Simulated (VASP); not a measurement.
# ZnS: single point with PBE

ZnS:

```xyz
4
Lattice="3.9482 0.0000 0.0000 -1.9741 3.4193 0.0000 0.0000 0.0000 6.3037" Properties=species:S:1:pos:R:3 pbc="T T T"
Zn   -0.2012    2.2795    0.0328
Zn    2.1754    1.1398    3.1846
S     0.1626    2.2795    2.3942
S     1.8115    1.1398    5.5460
```

This cell differs from its parent crystal: atoms displaced along a vibrational mode, the cell strained.

```json
{
 "Program": "VASP 6.6.1",
 "Task": "single point",
 "Functional": "PBE",
 "Potentials or basis": "VASP PAW PBE potentials, release 64 (Zn, S)",
 "Cutoff": "520 eV",
 "k mesh": "9 × 9 × 4",
 "Occupations": "gaussian, width 0.05 eV",
 "Spin": "no spin polarisation"
}
```

The pressure is -3.3 GPa, the largest force is 0.204 eV/Å and the band gap on the k mesh is 1.78 eV.

Forces on the atoms (eV/Å):
```
Zn   0.199  0.025 -0.041
Zn  -0.199 -0.025 -0.041
S   -0.162  0.015  0.041
S    0.162 -0.015  0.041
```

Stress tensor (GPa, compression positive):
```
-4.24 -0.67  0.00
-0.67 -3.98  0.00
 0.00  0.00 -1.79
```

Levels at points of the mesh, in eV from the valence-band top:
| k point | band 14 | band 15 | band 16 | band 17 | band 18 | band 19 | band 20 | band 21 | band 22 | band 23 |
| --- | --- | --- | --- | --- | --- | --- | --- | --- | --- | --- |
| (0.00, 0.00, 0.00) | -0.92 | -0.83 | -0.17 | -0.01 | 0.00 | 1.78 | 2.79 | 5.89 | 6.58 | 6.72 |
| (0.00, 0.00, 0.50) | -2.65 | -0.55 | -0.55 | -0.44 | -0.44 | 3.18 | 3.18 | 6.42 | 6.42 | 6.64 |

Wall time 4.4 min on 1 thread of Intel(R) Xeon(R) 6975P-C (Granite Rapids), on a shared host, peak memory 0.35 GiB.

Caveat: the cell differs from its parent crystal (atoms displaced along a vibrational mode, the cell strained); the cell stands under tension.
